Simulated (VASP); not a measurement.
Set up this calculation in VASP 6.6.1, as the native input.

* Task: relaxation of cell and atoms
* Functional: PBE
* Potentials or basis: VASP PAW PBE potentials, release 64 (Cs_sv, Cl)
* Cutoff: 600 eV
* k mesh: 6 × 6 × 6
* Occupations: gaussian, width 0.1 eV
* Spin: no spin polarisation
* Dipole correction: no
* Further INCAR settings: ALGO = Normal; EDIFF = 1e-06; IBRION = 2; EDIFFG = -0.01; NSW = 100; ISIF = 3

The structure of Cs2Cl3 lies in POSCAR:

```
Cs2Cl3
1.0
    5.9915913752      0.0000000000      0.0000000000
   -2.9957956876      5.1888703400      0.0000000000
    0.0000000000      0.0000000000      7.0519196653
Cs Cl
2 3
Direct
    0.3333333333      0.6666666667      0.2216042971
    0.6666666667      0.3333333333      0.7783957029
    0.0000000000      0.0000000000      0.0000000000
    0.3333333333      0.6666666667      0.7171123963
    0.6666666667      0.3333333333      0.2828876037
```

The input as run:

INCAR

```
SYSTEM = Cs2Cl3
ALGO = Normal ; EDIFF = 1E-6
EDIFFG = -0.01 ; ENCUT = 600
GGA = PE ; IBRION = 2
ISIF = 3 ; ISMEAR = 0
LASPH = .True. ; LCHARG = .False.
LREAL = .False. ; LWAVE = .False.
NELM = 60 ; NSW = 100
PREC = Accurate ; SIGMA = 0.1
```

KPOINTS

```
k-points
0
Gamma
  6 6 6
  0 0 0
```

Potentials or basis: VASP PAW PBE potentials, release 64 (Cs_sv, Cl).

The run is started by

```bash
$ cat potpaw_PBE.64/Cs_sv/POTCAR potpaw_PBE.64/Cl/POTCAR > POTCAR
$ mpirun -np 1 vasp_std > vasp.out
```

Results of the run:

```yaml
Relaxed_volume: 44.37 Å³/atom
Relaxed_cell: a = 5.979 Å, b = 5.979 Å, c = 7.166 Å, α = 90.00°, β = 90.00°, γ = 120.00°
Space_group_after_relaxing_to_0.1_Å: P-3m1 (No. 164)
Energy_gained_by_relaxing: 0.7 meV/atom
Ionic_steps: 5
Pressure_after_relaxing: 0.0 GPa
Largest_force_after_relaxing: 0.006 eV/Å
Band_gap_on_the_k_mesh: zero (an odd number of electrons rules out a gap without spin polarisation)
```

Caveat: spin-orbit coupling is left out, which moves the levels of the heavy elements; an odd number of electrons without spin polarisation forces a metal; a magnetic or distorted state may lie lower.

It took 12 min on 1 thread of Intel(R) Xeon(R) Platinum 8375C CPU @ 2.90GHz (Ice Lake), with other jobs on the host, peak memory 0.47 GiB.
